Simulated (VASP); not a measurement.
Wanted: the native input for a VASP 6.6.1 run.

```
Task                   : single point
Functional             : PBEsol
Potentials or basis    : VASP PAW PBE potentials, release 64 (Li_sv)
Cutoff                 : 520 eV
k mesh                 : 11 × 11 × 11
Occupations            : fermi-dirac, width 0.05 eV
Spin                   : no spin polarisation
Dipole correction      : no
Further INCAR settings : ALGO = Normal; EDIFF = 1e-07; NBANDS = 8
```

The structure of Li lies in POSCAR:

```
Li
1.0
   -1.7428734707      1.7428734707      1.7428734707
    1.7428734707     -1.7428734707      1.7428734707
    1.7428734707      1.7428734707     -1.7428734707
Li
1
Direct
    0.0000000000      0.0000000000      0.0000000000
```

These files were run (other wordings do the same):

INCAR

```
PREC = Accurate
ENCUT = 520
EDIFF = 1E-7
ISMEAR = -1
SIGMA = 0.05
LREAL = F
LASPH = T
NELM = 60
ALGO = Normal
ISIF = 2
LWAVE = F
LCHARG = F
GGA = PS
NBANDS = 8
```

KPOINTS

```
regular mesh
0
Gamma
  11 11 11
```

Potentials or basis: VASP PAW PBE potentials, release 64 (Li_sv).

Run with:

```bash
$ cat potpaw_PBE.64/Li_sv/POTCAR > POTCAR
$ mpirun -np 1 vasp_std > vasp.out
```

Run time: 7.1 s on 1 thread of AMD EPYC 9R45 (Zen 5), on a shared host, peak memory 0.09 GiB.
